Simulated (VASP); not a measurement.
# Ta2N (P-3m1) in VASP: a series of runs, part 2 of 2

VASP 6.6.1. Earlier steps stand in the parts before.

## 5. Single point, r2SCAN, non-collinear spin, zero start, spin-orbit coupling

This run uses another cell than the first one, of 13.62 Å³/atom, 0.980 times its volume.

Input file POSCAR:

```
Ta2N
1.0
    3.1128615060      0.0000000000      0.0000000000
   -1.5564307530      2.6958171426      0.0000000000
    0.0000000000      0.0000000000      4.8698410000
Ta N
2 1
Direct
    0.3333333333      0.6666666667      0.2547110000
    0.6666666667      0.3333333333      0.7452890000
    0.0000000000      0.0000000000      0.0000000000
```

Input file INCAR.step1:

```
SYSTEM = Ta2N
PREC     = Accurate       ! precision mode
ENCUT    = 520            ! plane-wave cutoff, eV
ISMEAR   = -1             ! smearing method
SIGMA    = 0.1            ! smearing width, eV
LREAL    = .False.        ! projectors in reciprocal space
LASPH    = .True.         ! aspherical terms in the spheres
NELM     = 150            ! most SCF steps
LNONCOLLINEAR= .True.         ! non-collinear magnetism
MAGMOM   = 0 0 0 0 0 0 0 0 0 ! initial moments
LSORBIT  = .True.         ! spin-orbit coupling
GGA_COMPAT= .False.      
LMAXMIX  = 4              ! l up to which the mixer works
NBANDS   = 40             ! bands
GGA      = PE             ! functional
ALGO     = Normal         ! electronic algorithm
EDIFF    = 1E-4           ! SCF threshold, eV
LWAVE    = .True.         ! write WAVECAR
LCHARG   = .False.        ! write CHGCAR
```

Input file INCAR.step2:

```
SYSTEM = Ta2N
PREC     = Accurate       ! precision mode
ENCUT    = 520            ! plane-wave cutoff, eV
EDIFF    = 1E-6           ! SCF threshold, eV
ISMEAR   = -1             ! smearing method
SIGMA    = 0.1            ! smearing width, eV
LREAL    = .False.        ! projectors in reciprocal space
LASPH    = .True.         ! aspherical terms in the spheres
NELM     = 150            ! most SCF steps
ALGO     = Normal         ! electronic algorithm
ISIF     = 2              ! what is computed and relaxed
LWAVE    = .False.        ! write WAVECAR
LCHARG   = .False.        ! write CHGCAR
LNONCOLLINEAR= .True.         ! non-collinear magnetism
MAGMOM   = 0 0 0 0 0 0 0 0 0 ! initial moments
LORBIT   = 11             ! projections on sites
LSORBIT  = .True.         ! spin-orbit coupling
GGA_COMPAT= .False.      
LORBMOM  = .True.       
LMAXMIX  = 4              ! l up to which the mixer works
METAGGA  = R2SCAN         ! meta-GGA
LMIXTAU  = .True.       
NBANDS   = 40             ! bands
ISTART   = 1
```

Input file KPOINTS:

```
Automatic mesh
0
Gamma
  5 5 3
  0 0 0
```

Potentials or basis: VASP PAW PBE potentials, release 64 (Ta_pv, N).

Command:

```
cat potpaw_PBE.64/Ta_pv/POTCAR potpaw_PBE.64/N/POTCAR > POTCAR
cp INCAR.step1 INCAR
mpirun -np 1 vasp_ncl > vasp.out
cp INCAR.step2 INCAR
mpirun -np 1 vasp_ncl > vasp.out
```

OUTCAR:

```text
SYSTEM = Ta2N
   PREC = Accurate
   ENCUT = 520
   EDIFF = 1E-6
   ISMEAR = -1
   LREAL = .False.
   LASPH = .True.
   NELM = 150
   ISIF = 2
   LNONCOLLINEAR = .True.
   LORBIT = 11
   LSORBIT = .True.
   METAGGA = R2SCAN
   ISTART = 1

 ion  position               nearest neighbor table
   1  0.333  0.667  0.255-   3 2.18   3 2.18   3 2.18   2 2.99   2 2.99   2 2.99   2 3.06   2 3.06
                             2 3.06
   2  0.667  0.333  0.745-   3 2.18   3 2.18   3 2.18   1 2.99   1 2.99   1 2.99   1 3.06   1 3.06
                             1 3.06
   3  0.000  0.000  0.000-   1 2.18   2 2.18   1 2.18   2 2.18   2 2.18   1 2.18

  LATTYP: Found a hexagonal cell.
 ALAT       =     3.1128615060
 C/A-ratio  =     1.5644258476

  Lattice vectors:

 A1 = (   3.1128615060,   0.0000000000,   0.0000000000)
 A2 = (  -1.5564307530,   2.6958171426,   0.0000000000)
 A3 = (   0.0000000000,   0.0000000000,   4.8698410000)

Analysis of symmetry for initial positions (statically):
=====================================================================
 Subroutine PRICEL returns:
 Original cell was already a primitive cell.

 Routine SETGRP: Setting up the symmetry group for a
 hexagonal supercell.

 Subroutine GETGRP returns: Found 12 space group operations
 (whereof 12 operations were pure point group operations)
 out of a pool of 24 trial point group operations.

The static configuration has the point symmetry D_3d.

Analysis of symmetry for dynamics (positions and initial velocities):
=====================================================================
 Subroutine PRICEL returns:
 Original cell was already a primitive cell.

 Routine SETGRP: Setting up the symmetry group for a
 hexagonal supercell.

 Subroutine GETGRP returns: Found 12 space group operations
 (whereof 12 operations were pure point group operations)
 out of a pool of 24 trial point group operations.

The dynamic configuration has the point symmetry D_3d.

Analysis of structural, dynamic, and magnetic symmetry:
=====================================================================
 Subroutine PRICEL returns:
 Original cell was already a primitive cell.

 Routine SETGRP: Setting up the symmetry group for a
 hexagonal supercell.

 Subroutine GETGRP returns: Found 12 space group operations
 (whereof 12 operations were pure point group operations)
 out of a pool of 24 trial point group operations.

The overall configuration has the point symmetry D_3d.

 Subroutine INISYM returns: Found 12 space group operations
 (whereof 12 operations are pure point group operations),
 and found     1 'primitive' translations

----------------------------------------------------------------------------------------

                                     Primitive cell

  volume of cell :      40.8663

  direct lattice vectors                    reciprocal lattice vectors
     3.112861506  0.000000000  0.000000000     0.321247829  0.185472520  0.000000000
    -1.556430753  2.695817143  0.000000000     0.000000000  0.370945041  0.000000000
     0.000000000  0.000000000  4.869841000     0.000000000  0.000000000  0.205345513

  length of vectors
     3.112861506  3.112861506  4.869841000     0.370945041  0.370945041  0.205345513

[... 634 lines left out ...]
  --------------------------------------------------------------------------------------
  -------------------------------------------------------------------------------------
  Total       -1.2600499     -1.2600499     -0.2728043      0.0000000      0.0000000      0.0000000
  in kB      -49.4007237    -49.4007237    -10.6953927      0.0000000      0.0000000      0.0000000
  external PRESSURE =     -36.4989467 kB  Pullay stress =       0.0000000 kB

 VOLUME and BASIS-vectors are now :
 -----------------------------------------------------------------------------
  energy-cutoff  :      520.00
  volume of cell :       40.87
      direct lattice vectors                 reciprocal lattice vectors
     3.112861506  0.000000000  0.000000000     0.321247829  0.185472520  0.000000000
    -1.556430753  2.695817143  0.000000000     0.000000000  0.370945041  0.000000000
     0.000000000  0.000000000  4.869841000     0.000000000  0.000000000  0.205345513

 POSITION                                       TOTAL-FORCE (eV/Angst)
 -----------------------------------------------------------------------------------
     -0.00000      1.79721      1.24040        -0.000000      0.000000     -0.358428
      1.55643      0.89861      3.62944         0.000000     -0.000000      0.358428
      0.00000      0.00000      0.00000         0.000000      0.000000      0.000000
 -----------------------------------------------------------------------------------
    total drift:                               -0.000000      0.000000      0.000000

  FREE ENERGIE OF THE ION-ELECTRON SYSTEM (eV)
  ---------------------------------------------------
  free  energy   TOTEN  =      -110.3043499832 eV

  energy  without entropy=     -110.2521210005  energy(sigma->0) =     -110.27823549

 orbital moment (x)

 # of ion     p       d       tot
 ----------------------------------------
  1         0.000  -0.000  -0.000
  2         0.000  -0.000  -0.000
  3         0.000   0.000   0.000
 ----------------------------------------
            0.000  -0.000  -0.000

 orbital moment (y)

 # of ion     p       d       tot
 ----------------------------------------
  1         0.000   0.000   0.000
  2        -0.000   0.000   0.000
  3        -0.000   0.000  -0.000
 ----------------------------------------
            0.000   0.000   0.000

 orbital moment (z)

 # of ion     p       d       tot
 ----------------------------------------
  1         0.000   0.000   0.000
  2         0.000   0.000   0.000
  3        -0.000   0.000  -0.000
 ----------------------------------------
            0.000   0.000   0.000

 Spin-Orbit-Coupling matrix elements

 Ion:    1  E_soc:     -1.3109200
 l=   1
     0.0000000    -0.1978485    -0.1980552
    -0.1978485     0.0000000    -0.1978485
    -0.1980552    -0.1978485     0.0000000
 l=   2
     0.0000000    -0.0037272     0.0000000    -0.0037272    -0.0161341
    -0.0037272     0.0000000    -0.0133700    -0.0039251    -0.0037272
     0.0000000    -0.0133700     0.0000000    -0.0133700     0.0000000
    -0.0037272    -0.0039251    -0.0133700     0.0000000    -0.0037272
    -0.0161341    -0.0037272     0.0000000    -0.0037272     0.0000000
 l=   3
     0.0000000     0.0000000     0.0000000     0.0000000     0.0000000     0.0000000     0.0000000
     0.0000000     0.0000000     0.0000000     0.0000000     0.0000000     0.0000000     0.0000000
     0.0000000     0.0000000     0.0000000     0.0000000     0.0000000     0.0000000     0.0000000
     0.0000000     0.0000000     0.0000000     0.0000000     0.0000000     0.0000000     0.0000000
[... 29 lines left out ...]
 l=   2
     0.0000000     0.0000000     0.0000000     0.0000000     0.0000000
     0.0000000     0.0000000     0.0000000     0.0000000     0.0000000
     0.0000000     0.0000000     0.0000000     0.0000000     0.0000000
     0.0000000     0.0000000     0.0000000     0.0000000     0.0000000
     0.0000000     0.0000000     0.0000000     0.0000000     0.0000000
 l=   3
     0.0000000     0.0000000     0.0000000     0.0000000     0.0000000     0.0000000     0.0000000
     0.0000000     0.0000000     0.0000000     0.0000000     0.0000000     0.0000000     0.0000000
     0.0000000     0.0000000     0.0000000     0.0000000     0.0000000     0.0000000     0.0000000
     0.0000000     0.0000000     0.0000000     0.0000000     0.0000000     0.0000000     0.0000000
     0.0000000     0.0000000     0.0000000     0.0000000     0.0000000     0.0000000     0.0000000
     0.0000000     0.0000000     0.0000000     0.0000000     0.0000000     0.0000000     0.0000000
     0.0000000     0.0000000     0.0000000     0.0000000     0.0000000     0.0000000     0.0000000

 total charge

# of ion       s       p       d       tot
------------------------------------------
    1        0.319   6.223   2.350   8.892
    2        0.319   6.223   2.350   8.892
    3        1.254   2.529   0.000   3.783
--------------------------------------------------
tot          1.892  14.976   4.700  21.567

 magnetization (x)

# of ion       s       p       d       tot
------------------------------------------
    1        0.000   0.000   0.000   0.000
    2        0.000   0.000   0.000   0.000
    3        0.000   0.000   0.000   0.000
--------------------------------------------------
tot          0.000   0.000   0.000   0.000

 magnetization (y)

# of ion       s       p       d       tot
------------------------------------------
    1        0.000   0.000   0.000   0.000
    2        0.000   0.000   0.000   0.000
    3        0.000  -0.000   0.000  -0.000
--------------------------------------------------
tot          0.000   0.000   0.000   0.000

 magnetization (z)

# of ion       s       p       d       tot
------------------------------------------
    1        0.000   0.000   0.000   0.000
    2        0.000   0.000   0.000   0.000
    3        0.000   0.000   0.000   0.000
--------------------------------------------------
tot          0.000   0.000   0.000   0.000
```

Run time: 73 s. Hardware: 1 thread of Intel Xeon 6975P-C (Granite Rapids), shared host; peak memory 0.28 GiB.

What came out:

```yaml
Free_energy: -110.3043 eV
Pressure: -3.6 GPa
Largest_force: 0.358 eV/Å
Net_moment: 0.00 μB per cell
Valence_electrons_inside_the_program's_atomic_spheres: Ta 8.89; N 3.78
```

Forces in eV/Å, atoms in the order of the input:
```
Ta   0.000  0.000 -0.358
Ta   0.000  0.000  0.358
N    0.000  0.000  0.000
```

Stress tensor (GPa, compression positive):
```
-4.94  0.00  0.00
 0.00 -4.94  0.00
 0.00  0.00 -1.07
```

Moments on the atoms (μB; x, y, z):
```
Ta  0.00 0.00 0.00
Ta  0.00 0.00 0.00
N   0.00 0.00 0.00
```

Caveat: the k points lie up to 0.47 Å⁻¹ apart; the PAW data sets were made with another functional, which shifts forces and pressure a little.

## 6. Overview

```tsv
level	spin	U	cell	k mesh	smearing	gap on the mesh (eV)	pressure (GPa)	largest force (eV/Å)
PBEsol+U	off	Ta d U = 2.0 eV	a = 3.133, b = 3.133, c = 4.902 Å, angles 90.0, 90.0, 120.0°, 3 atoms	10 × 10 × 6	gaussian 0.1 eV	none	-8.5	0.09
PBEsol+U	off	Ta d U = 2.0 eV	a = 3.154, b = 3.154, c = 4.934 Å, angles 90.0, 90.0, 120.0°, 3 atoms	10 × 10 × 6	gaussian 0.1 eV	none	-13.2	0.19
PBEsol+U	off	Ta d U = 2.0 eV	a = 3.174, b = 3.174, c = 4.965 Å, angles 90.0, 90.0, 120.0°, 3 atoms	10 × 10 × 6	gaussian 0.1 eV	none	-17.5	0.29
r2SCAN	non-collinear, zero start, SOC	-	a = 3.113, b = 3.113, c = 4.870 Å, angles 90.0, 90.0, 120.0°, 3 atoms	5 × 5 × 3	fermi-dirac 0.1 eV	-	-3.6	0.36
```

Alike in all rows: task single point; potentials or basis VASP PAW PBE potentials, release 64 (Ta_pv, N); cutoff (eV) 520.

Caveats: some runs use coarse meshes; the PAW data sets were made with another functional, which shifts forces and pressure a little; spin-orbit coupling is left out, which moves the levels of the heavy elements (some runs); U without spin polarisation on a metal has little footing (some runs).

Absolute energies hang on the potentials; compare differences alone.
